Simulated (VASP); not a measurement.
## PbF2: single point with PBE+D3(BJ)

The system is PbF2.

```xyz
3
Lattice="0.0000 2.9253 2.9699 2.9253 0.0000 2.9699 2.9253 2.9253 0.0000" Properties=species:S:1:pos:R:3 pbc="T T T"
Pb    0.0000    0.0000    0.0000
F     1.4627    1.4627    1.4849
F     4.3880    4.3880    4.4548
```

This cell differs from its parent crystal: strain -0.015 along x and y, +0.000 along z.

```
Program                : VASP 6.6.1
Task                   : single point
Functional             : PBE
Dispersion             : D3(BJ)
Potentials or basis    : VASP PAW PBE potentials, release 64 (Pb_d, F)
Cutoff                 : 520 eV
k mesh                 : 8 × 8 × 8
Occupations            : gaussian, width 0.05 eV
Spin                   : no spin polarisation
Dipole correction      : no
Further INCAR settings : ALGO = Normal; EDIFF = 1e-06; NBANDS = 21
```

```json
{
  "Pressure": "3.0 GPa",
  "Band gap on the k mesh": "4.38 eV, indirect (least direct gap 4.54 eV)",
  "Dispersion energy per atom": "-0.157 eV"
}
```

Stress tensor (GPa, compression positive):
```
3.28 0.00 0.00
0.00 3.28 0.00
0.00 0.00 2.51
```

Levels at points of the mesh, in eV from the valence-band top:
```csv
k point,band 12,band 13,band 14,band 15,band 16,band 17
"(0.00, 0.00, 0.00)",-2.22,-2.11,-2.11,6.76,6.76,6.83
"(0.50, 0.00, 0.00)",-2.32,-2.30,-0.06,5.00,7.71,7.74
"(0.50, 0.50, 0.00)",-1.69,-1.69,-0.11,4.43,7.98,7.98
"(0.50, 0.00, 0.50)",-1.69,-1.68,-0.19,4.38,7.90,8.02
```

Wall time 25 s on 1 thread of Intel(R) Xeon(R) Platinum 8559C (Emerald Rapids), on a shared host, peak memory 0.22 GiB.

Caveat: the cell differs from its parent crystal (strain -0.015 along x and y, +0.000 along z); spin-orbit coupling is left out, which moves the levels of the heavy elements. A k mesh can miss the band edges.
